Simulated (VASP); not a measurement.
Ti:

```
Ti
1.0
     2.95000    0.00000    0.00000
    -1.47500    2.55477    0.00000
     0.00000    0.00000    4.68000
Ti
2
Cartesian
  0.0000 1.7032 1.1700
  1.4750 0.8516 3.5100
```

| Quantity | Value |
| --- | --- |
| Program | VASP 6.6.1 |
| Task | relaxation of cell and atoms |
| Functional | PBEsol |
| Potentials or basis | VASP PAW PBE potentials, release 64 (Ti_sv) |
| Cutoff | 600 eV |
| k mesh | 14 × 14 × 8 |
| Occupations | fermi-dirac, width 0.1 eV |
| Spin | no spin polarisation |

At the start: pressure -5.8 GPa; volume 17.64 Å³/atom.

How do energy, volume and symmetry change on relaxing?

Over 8 steps the energy falls by 17.7 meV/atom and the volume is 16.70 Å³/atom (-5.3 %); space group P6_3/mmc (No. 194, to 0.05 Å).

The path:
| step | energy change (eV) | largest force (eV/Å) | pressure (GPa) | volume (Å³) |
| --- | --- | --- | --- | --- |
| 1 | 0.0000 | 0.0000 | -5.80 | 35.27 |
| 2 | -0.0158 | 0.0000 | 4.97 | 32.11 |
| 3 | -0.0353 | 0.0000 | -0.01 | 33.41 |
| 4 | -0.0353 | 0.0000 | 0.09 | 33.37 |
| 5 | -0.0353 | 0.0000 | -0.01 | 33.42 |
| 6 | -0.0353 | 0.0000 | -0.06 | 33.42 |
| 7 | -0.0353 | 0.0000 | -0.04 | 33.42 |
| 8 | -0.0353 | 0.0000 | 0.01 | 33.40 |

Final structure:
```yaml
crystal:
  lattice:
    - [2.89867, 0.00000, 0.00000]
    - [-1.44933, 2.51032, 0.00000]
    - [0.00000, 0.00000, 4.58991]
  atoms:
    - { symbol: Ti, position: [0.33333, 0.66667, 0.25000] }
    - { symbol: Ti, position: [0.66667, 0.33333, 0.75000] }
```

Caveat: the PAW data sets were made with another functional, which shifts forces and pressure a little.
